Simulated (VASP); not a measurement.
# In (I4/mmm) in VASP: further runs

Aim: see how the results for In move with the level of theory and the settings. Levels: BLYP+D3(BJ), BLYP+D4, PBEsol. Tasks: single point.

Everything below comes from runs of VASP 6.6.1. Logs are shortened: lines on timing, memory, paths and dates and some standing lists are left out, and cuts for length are marked.

**1. The cell of the first run**

Symmetry: I4/mmm, No. 139, tetragonal system. The conventional cell has a = 3.239 Å, b = 3.239 Å, c = 5.144 Å, α = 90.00°, β = 90.00°, γ = 90.00°. In (site symmetry 4/mmm) has 12 In at 3.24 to 3.44 Å within 4.3 Å.

**2. Single point, BLYP+D3(BJ)**

Input file INCAR:

```
SYSTEM = In
AGGAC = 1.0
AGGAX = 1.0
ALDAC = 0.0
ALDAX = 1.0
ALGO = Fast
EDIFF = 1E-7
ENCUT = 520
GGA = B5
ISIF = 2
ISMEAR = -1
IVDW = 12
LASPH = .TRUE.
LCHARG = .FALSE.
LREAL = .FALSE.
LWAVE = .FALSE.
NBANDS = 12
NELM = 80
PREC = Accurate
SIGMA = 0.05
VDW_A1 = 0.4298
VDW_A2 = 4.2359
VDW_S6 = 1.0
VDW_S8 = 2.6996
```

Input file KPOINTS:

```
k-points
0
G
  11 11 11
  0 0 0
```

Input file POSCAR:

```
In
1.0
   -1.6192596136      1.6192596136      2.5721385404
    1.6192596136     -1.6192596136      2.5721385404
    1.6192596136      1.6192596136     -2.5721385404
In
1
Direct
    0.0000000000      0.0000000000      0.0000000000
```

Potentials or basis: VASP PAW PBE potentials, release 64 (In_d).

On the command line:

```sh
> cat potpaw_PBE.64/In_d/POTCAR > POTCAR
> mpirun -np 1 vasp_std > vasp.out
```

OUTCAR:

```text
SYSTEM = In
   EDIFF = 1E-7
   ENCUT = 520
   GGA = B5
   ISIF = 2
   ISMEAR = -1
   IVDW = 12
   LASPH = .TRUE.
   LREAL = .FALSE.
   NELM = 80
   PREC = Accurate
 IVDW          = 12

 ion  position               nearest neighbor table
   1  0.000  0.000  0.000-

  LATTYP: Found a body centered tetragonal cell.
 ALAT       =     3.2385192272
 C/A-ratio  =     1.5884658141

  Lattice vectors:

 A1 = (  -1.6192596136,   1.6192596136,   2.5721385404)
 A2 = (   1.6192596136,  -1.6192596136,   2.5721385404)
 A3 = (   1.6192596136,   1.6192596136,  -2.5721385404)

Analysis of symmetry for initial positions (statically):
=====================================================================
 Subroutine PRICEL returns:
 Original cell was already a primitive cell.

 Routine SETGRP: Setting up the symmetry group for a
 body centered tetragonal supercell.

 Subroutine GETGRP returns: Found 16 space group operations
 (whereof 16 operations were pure point group operations)
 out of a pool of 16 trial point group operations.

The static configuration has the point symmetry D_4h.

Analysis of symmetry for dynamics (positions and initial velocities):
=====================================================================
 Subroutine PRICEL returns:
 Original cell was already a primitive cell.

 Routine SETGRP: Setting up the symmetry group for a
 body centered tetragonal supercell.

 Subroutine GETGRP returns: Found 16 space group operations
 (whereof 16 operations were pure point group operations)
 out of a pool of 16 trial point group operations.

The dynamic configuration has the point symmetry D_4h.

 Subroutine INISYM returns: Found 16 space group operations
 (whereof 16 operations are pure point group operations),
 and found     1 'primitive' translations

----------------------------------------------------------------------------------------

                                     Primitive cell

  volume of cell :      26.9766

  direct lattice vectors                    reciprocal lattice vectors
    -1.619259614  1.619259614  2.572138540     0.000000000  0.308783098  0.194390773
     1.619259614 -1.619259614  2.572138540     0.308783098  0.000000000  0.194390773
     1.619259614  1.619259614 -2.572138540     0.308783098  0.308783098  0.000000000

  length of vectors
     3.443820562  3.443820562  3.443820562     0.364876382  0.364876382  0.436685245

  position of ions in fractional coordinates (direct lattice)
     0.000000000  0.000000000  0.000000000

  ion indices of the primitive-cell ions
   primitive index   ion index
                 1           1

----------------------------------------------------------------------------------------

 KPOINTS: k-points

Automatic generation of k-mesh.
 Grid dimensions read from file:
 generate k-points for:   11   11   11

 Generating k-lattice:

  Cartesian coordinates                     Fractional coordinates (reciprocal lattice)
     0.000000000  0.028071191  0.017671888     0.090909091 -0.000000000  0.000000000
     0.028071191  0.000000000  0.017671888    -0.000000000  0.090909091  0.000000000
     0.028071191  0.028071191  0.000000000     0.000000000  0.000000000  0.090909091

  Length of vectors
     0.033170580  0.033170580  0.039698659

  Shift w.r.t. Gamma in fractional coordinates (k-lattice)
     0.000000000  0.000000000  0.000000000

 Subroutine IBZKPT returns following result:
 ===========================================

 Found    126 irreducible k-points:

 Following reciprocal coordinates:
            Coordinates               Weight
  0.000000  0.000000  0.000000      1.000000
  0.090909  0.000000 -0.000000      8.000000
  0.181818 -0.000000  0.000000      8.000000
  0.272727  0.000000  0.000000      8.000000
  0.363636 -0.000000  0.000000      8.000000
  0.454545 -0.000000  0.000000      8.000000
[... 16 lines left out ...]
 -0.272727  0.181818 -0.000000     16.000000
 -0.181818  0.181818  0.000000      4.000000
 [... further k-points ...]
   k-points           NKPTS =    126   k-points in BZ     NKDIM =    126   number of bands    NBANDS=     12
   number of dos      NEDOS =    301   number of ions     NIONS =      1
   total plane-waves  NPLWV =  21952
   dimension x,y,z NGX =    28 NGY =   28 NGZ =   28
   dimension x,y,z NGXF=    56 NGYF=   56 NGZF=   56
   ions per type =               1
   NGX,Y,Z   is equivalent  to a cutoff of  13.52, 13.52, 13.52 a.u.
   NGXF,Y,Z  is equivalent  to a cutoff of  27.03, 27.03, 27.03 a.u.
 SYSTEM =  In
   PREC   = accura    normal or accurate (medium, high low for compatibility)
   ISTART =      0    job   : 0-new  1-cont  2-samecut
   ICHARG =      2    charge: 1-file 2-atom 10-const
   ISPIN  =      1    spin polarized calculation?
   LNONCOLLINEAR =      F non collinear calculations
   LSORBIT =      F    spin-orbit coupling
   LASPH  =      T    aspherical Exc in radial PAW
   ENCUT  =  520.0 eV  38.22 Ry    6.18 a.u.   6.40  6.40  6.40*2*pi/ulx,y,z
   NELM   =     80;   NELMIN=  2; NELMDL= -5     # of ELM steps
   EDIFF  = 0.1E-06   stopping-criterion for ELM
   LREAL  =      F    real-space projection
   EDIFFG = 0.1E-05   stopping-criterion for IOM
   NSW    =      0    number of steps for IOM
   IBRION =     -1    ionic relax: 0-MD 1-quasi-New 2-CG
   NFREE  =      0    steps in history (QN), initial steepest desc. (CG)
   ISIF   =      2    stress and relaxation
   ISYM   =      2    0-nonsym 1-usesym 2-fastsym
   POTIM  = 0.5000    time-step for ionic-motion
   TEBEG  =    0.0;   TEEND  =   0.0 temperature during run
   PSTRESS=    0.0 pullay stress
   NELECT =      13.0000    total number of electrons
   NUPDOWN=      -1.0000    fix difference up-down
   EMIN   =  10.00;   EMAX   =-10.00  energy-range for DOS
   EFERMI =   0.00;   METHOD = LEGACY
   ISMEAR =    -1;   SIGMA  =   0.05  broadening in eV -4-tet -1-fermi 0-gaus
   EFERMI_NEDOS =   21; number of points for ismear=-14 and -15
   IALGO  =     68    algorithm
   IMIX   =      4    mixing-type and parameters
     AMIX     =   0.40;   BMIX     =  1.00
     AMIX_MAG =   1.60;   BMIX_MAG =  1.00
  volume/ion in A,a.u.               =      26.98       182.05
  Fermi-wavevector in a.u.,A,eV,Ry     =   1.283493  2.425450 22.413616  1.647354
  Thomas-Fermi vector in A             =   2.415743
   LORBIT       =      0    0 simple, 1 ext, 2 COOP (PROOUT), +10 PAW based schemes
   GGA     = B5    functional components
   LHFCALC =     F    Hartree Fock is set to
   AEXX    =    0.0000 exact exchange contribution
   IVDW    =    12    specifies the selected vdW correction
   LEPSILON=     F    determine dielectric tensor
   LRPA    =     F    only Hartree local field effects (RPA)
 non-spin polarized calculation
 RMM-DIIS sequential band-by-band and
  energy-cutoff  :      520.00
  volume of cell :       26.98
 maximum number of plane-waves:       741
 NGX is ok and might be reduce to    28
   NGX = 13   NGY = 13   NGZ = 13

 number of electron      13.0000002 magnetization

 Free energy of the ion-electron system (eV)
  ---------------------------------------------------
  ext. energy  EPLUGINS =         0.00000000
  ---------------------------------------------------
  free energy    TOTEN  =        -1.81200009 eV

  energy without entropy =       -1.80934445  energy(sigma->0) =       -1.81067227

 E-fermi :   7.6318     XC(G=0):  -9.5177

 val. band max:        7.5684523366   @ k =  -0.1818  -0.4545   0.1818
 cond. band min:       7.6719628653   @ k =  -0.3636   0.4545   0.0909
 fundamental gap:      0.1035105287
 Fermi energy:         7.6317521393

 k-point     1 :       0.0000    0.0000    0.0000
  band No.  band energies     occupation
      1      -7.1298      2.00000
      2      -6.9645      2.00000
      3      -6.9645      2.00000
      4      -6.9449      2.00000
      5      -6.7905      2.00000
      6      -1.6811      2.00000
      7      17.7154      0.00000
      8      17.7154      0.00000
      9      17.8325      0.00000
     10      19.5731      0.00000
     11      21.4305      0.00000
     12      21.7373      0.00000

 k-point     2 :       0.0909    0.0000   -0.0000
  band No.  band energies     occupation
      1      -7.1149      2.00000
      2      -6.9694      2.00000
      3      -6.9535      2.00000
      4      -6.9378      2.00000
      5      -6.7968      2.00000
      6      -1.5041      2.00000
      7      15.9398      0.00000
      8      17.3221      0.00000
      9      17.5733      0.00000
     10      19.2427      0.00000
     11      21.0787      0.00000
     12      22.1540      0.00000

 k-point     3 :       0.1818   -0.0000    0.0000
  band No.  band energies     occupation
      1      -7.0871      2.00000
      2      -6.9908      2.00000
      3      -6.9297      2.00000
      4      -6.8999      2.00000
      5      -6.8081      2.00000
      6      -0.9681      2.00000
      7      12.9546      0.00000
      8      16.3657      0.00000
      9      17.2858      0.00000
     10      19.1325      0.00000
     11      20.1027      0.00000
     12      23.1570      0.00000

 k-point     4 :       0.2727    0.0000    0.0000
  band No.  band energies     occupation
      1      -7.0728      2.00000
      2      -7.0228      2.00000
      3      -6.9207      2.00000
      4      -6.8270      2.00000
      5      -6.7999      2.00000
      6      -0.0643      2.00000
      7      10.0429      0.00000
      8      15.4330      0.00000
      9      17.0342      0.00000
     10      18.9742      0.00000
     11      19.4779      0.00000
     12      22.8469      0.00000

 k-point     5 :       0.3636   -0.0000    0.0000
  band No.  band energies     occupation
      1      -7.0723      2.00000
      2      -7.0543      2.00000
      3      -6.9345      2.00000
      4      -6.7697      2.00000
      5      -6.7477      2.00000
      6       1.2030      2.00000
      7       7.3956      1.98237
      8      14.7281      0.00000
      9      16.8839      0.00000
     10      18.6382      0.00000
     11      19.3296      0.00000
     12      21.8389      0.00000
[... 228 lines left out ...]
      1      -7.0697      2.00000
      2      -6.9833      2.00000
      3      -6.9360      2.00000
      4      -6.8280      2.00000
      5      -6.7013      2.00000
      6       2.4939      2.00000
      7       6.9710      2.00000
      8      12.8945      0.00000
      9      13.7317      0.00000
     10      16.6611      0.00000
     11      20.8489      0.00000
     12      22.1006      0.00000

 k-point    22 :      -0.3636    0.1818   -0.0000
  band No.  band energies     occupation
      1      -7.0671      2.00000
      2      -6.9785      2.00000
      3      -6.9198      2.00000
      4      -6.8514      2.00000
      5      -6.7457      2.00000
      6       1.0953      2.00000
      7       9.4067      0.00000
      8      13.2745      0.00000
      9      14.4705      0.00000
     10      16.8970      0.00000
     11      19.6301      0.00000
     12      21.7625      0.00000

 k-point    23 :      -0.2727    0.1818   -0.0000
  band No.  band energies     occupation
      1      -7.0553      2.00000
      2      -6.9621      2.00000
      3      -6.9098      2.00000
      4      -6.8851      2.00000
      5      -6.8108      2.00000
      6       0.0340      2.00000
      7      12.1117      0.00000
      8      13.8671      0.00000
      9      15.1207      0.00000
     10      17.3899      0.00000
     11      18.3916      0.00000
     12      22.4943      0.00000

 k-point    24 :      -0.1818    0.1818    0.0000
  band No.  band energies     occupation
      1      -7.0310      2.00000
      2      -6.9876      2.00000
      3      -6.9208      2.00000
      4      -6.9043      2.00000
      5      -6.8373      2.00000
      6      -0.6620      2.00000
      7      14.4132      0.00000
      8      14.8484      0.00000
      9      15.3147      0.00000
     10      17.1375      0.00000
     11      19.6863      0.00000
     12      22.8123      0.00000

 [... further k-points ...]

------------------------ aborting loop because EDIFF is reached ----------------------------------------

 Edisp (eV)   -0.79395

 E8    (eV) :    -0.6197

  FORCE on cell =-STRESS in cart. coord.  units (eV):
  Direction    XX          YY          ZZ          XY          YZ          ZX
  --------------------------------------------------------------------------------------
  -------------------------------------------------------------------------------------
  Total       0.00338     0.00338     0.00176     0.00000    -0.00000     0.00000
  in kB       0.20048     0.20048     0.10427     0.00000    -0.00000     0.00000
  external pressure =        0.17 kB  Pullay stress =        0.00 kB

 VOLUME and BASIS-vectors are now :
 -----------------------------------------------------------------------------
  energy-cutoff  :      520.00
  volume of cell :       26.98
      direct lattice vectors                 reciprocal lattice vectors
    -1.619259614  1.619259614  2.572138540     0.000000000  0.308783098  0.194390773
     1.619259614 -1.619259614  2.572138540     0.308783098  0.000000000  0.194390773
     1.619259614  1.619259614 -2.572138540     0.308783098  0.308783098  0.000000000

 POSITION                                       TOTAL-FORCE (eV/Angst)
 -----------------------------------------------------------------------------------
      0.00000      0.00000      0.00000        -0.000000      0.000000      0.000000
 -----------------------------------------------------------------------------------
    total drift:                               -0.000000     -0.000000     -0.000000

  FREE ENERGIE OF THE ION-ELECTRON SYSTEM (eV)
  ---------------------------------------------------
  free  energy   TOTEN  =        -2.6059499923 eV

  energy  without entropy=       -2.6032943509  energy(sigma->0) =       -2.60462217
```

It took 32 s on 1 thread of Intel Xeon 6975P-C (Granite Rapids), shared host; peak memory 0.18 GiB.

What came out:

* Free energy: -2.6059 eV
* Pressure: 0.0 GPa
* Dispersion energy per atom: -0.794 eV

Caveat: the PAW data sets were made with another functional, which shifts forces and pressure a little; spin-orbit coupling is left out, which moves the levels of the heavy elements; pairwise dispersion overbinds metals, which lowers pressure and volume.

**3. Single point, BLYP+D4**

This run uses another cell than the first one, of 27.79 Å³/atom, 1.030 times its volume.

Input file INCAR:

```
PREC = Accurate
ENCUT = 520
EDIFF = 1E-7
ISMEAR = -1
SIGMA = 0.05
LREAL = False
LASPH = True
NELM = 80
ALGO = Fast
ISIF = 2
LWAVE = False
LCHARG = False
GGA = B5
ALDAX = 1.0
AGGAX = 1.0
AGGAC = 1.0
ALDAC = 0.0
IVDW = 13
VDW_S6 = 1.0
VDW_S8 = 2.34076671
VDW_A1 = 0.44488865
VDW_A2 = 4.0933009
NBANDS = 12
```

Input file KPOINTS:

```
Automatic mesh
0
Gamma
  11 11 11
```

Input file POSCAR:

```
In
1.0
   -1.6338347937      1.6338347937      2.6022085154
    1.6338347937     -1.6338347937      2.6022085154
    1.6338347937      1.6338347937     -2.6022085154
In
1
Direct
    0.0000000000      0.0000000000      0.0000000000
```

Potentials or basis: VASP PAW PBE potentials, release 64 (In_d).

On the command line:

```sh
> cat potpaw_PBE.64/In_d/POTCAR > POTCAR
> mpirun -np 1 vasp_std > vasp.out
```

Wall time 30 s (1 thread of Intel Xeon 6975P-C (Granite Rapids), shared host); peak memory 0.18 GiB.

Results (log left out):

| Property | Result |
| --- | --- |
| Free energy | -2.4543 eV |
| Pressure | 0.0 GPa |
| Dispersion energy per atom | -0.621 eV |

Levels at points of the mesh, in eV from the Fermi level:
```
           k point  band 3  band 4  band 5  band 6  band 7  band 8  band 9  band 10
(0.00, 0.00, 0.00)  -14.56  -14.54  -14.40   -9.11    9.83    9.83    9.91    11.90
```

Caveat: the PAW data sets were made with another functional, which shifts forces and pressure a little; spin-orbit coupling is left out, which moves the levels of the heavy elements; pairwise dispersion overbinds metals, which lowers pressure and volume.

(Part 1 of 2 ends here.)
